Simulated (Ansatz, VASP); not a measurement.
**Two plane-wave programs on SiP7**

```
Si P
1.0
     5.38694    0.00000    0.00000
    -2.69347    4.66523    0.00000
     0.00000    0.00000    5.03597
Si P
1 7
Direct
  0.00000 0.00000 0.50000
  0.50000 0.00000 0.28412
  0.00000 0.50000 0.28412
  0.50000 0.50000 0.28412
  0.00000 0.50000 0.71588
  0.50000 0.00000 0.71588
  0.50000 0.50000 0.71588
  0.00000 0.00000 0.00000
```

Alike in both runs: functional PBE; k mesh 3 × 3 × 3; occupations gaussian, width 0.2 eV; no spin polarisation.

Ansatz relaxed the structure, and its values are those at the end. VASP's run is a single point on that final structure, the one shown.

|  | VASP | Ansatz |
| --- | --- | --- |
| version | VASP 6.6.1 | Ansatz 0.2.0 |
| potentials or method | VASP PAW PBE potentials, release 64 (Si, P), cutoff 500 eV | scalar-relativistic, plane waves, PAW |
| valence electrons in the cell | 39 | 39 |

VASP gave:

```
gap on the k mesh at the Fermi level (eV) : none
pressure (GPa)                            : -0.6
rms of the force components (eV/Å)        : 0.023
```

Task: Which values does Ansatz return?

Result: gap on the k mesh at the Fermi level (eV): none; pressure (GPa): -0.4; rms of the force components (eV/Å): 0.003.

A gap of «none» marks a metal or a gap that the smearing closes.

The k mesh is coarse, so the values compare programs but aren't converged.
